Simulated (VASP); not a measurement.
Hf, 2 atoms in the cell. It takes space group I4_1/amd (No. 141, tetragonal). The conventional cell has a = 5.467 Å, b = 5.467 Å, c = 2.964 Å, α = 90.00°, β = 90.00°, γ = 90.00°. Within 3.7 Å of Hf (site symmetry -4m2) lie 10 Hf at 2.83 to 3.52 Å. 

* Program: VASP 6.6.1
* Task: single point
* Functional: PBE
* Potentials or basis: VASP PAW PBE potentials, release 64 (Hf_pv)
* Cutoff: 520 eV
* k mesh: 14 × 14 × 14
* Occupations: fermi-dirac, width 0.05 eV
* Spin: no spin polarisation
* Dipole correction: no
* Further INCAR settings: ALGO = Normal; EDIFF = 1e-07; NBANDS = 17

Potentials or basis: VASP PAW PBE potentials, release 64 (Hf_pv).

Command:

```sh
$ cat potpaw_PBE.64/Hf_pv/POTCAR > POTCAR
$ mpirun -np 1 vasp_std > vasp.out
```

Hardware: 1 thread of Intel(R) Xeon(R) Platinum 8559C (Emerald Rapids) (shared host).

**Question.** Estimate the wall time of this run.

**Answer.** It took 91 s on 1 thread of Intel(R) Xeon(R) Platinum 8559C (Emerald Rapids), with other jobs on the host, peak memory 0.28 GiB. Counts: scf iterations 14, k points 244.
